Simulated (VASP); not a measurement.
Runs of VASP 6.6.1 on CaC2. The structure is that of space group R-3m (No. 166), or close to it. The cells are those of the table. 

```tsv
task	cell	k mesh	cutoff (eV)	smearing	gap on the mesh (eV)	pressure (GPa)	relaxed volume (Å³/atom)	largest force (eV/Å)
single point	a = 4.425 Å, angles 50.4°, 3 atoms	9 × 9 × 9	520	gaussian 0.02 eV	2.51	0.4	-	(c)
single point	a = 4.547 Å, angles 50.6°, 3 atoms	6 × 6 × 6	520	gaussian 0.1 eV	2.53	-5.0	-	(b)
relaxation of cell and atoms	relaxed from a = 4.547 Å, angles 50.6°, 3 atoms	9 × 9 × 9	600	gaussian 0.02 eV	2.51	0.0	15.85	-
relaxation of cell and atoms	relaxed from a = 4.425 Å, angles 50.4°, 3 atoms	9 × 9 × 9	600	gaussian 0.02 eV	2.52	0.0	(a)	-
```

Alike in all rows: level LDA; potentials or basis VASP PAW LDA potentials, release 64 (Ca_sv, C); no spin polarisation.

Fill in the values left out.

(a) 15.86; (b) 0.31; (c) 0.08.

A k mesh can miss the band edges.
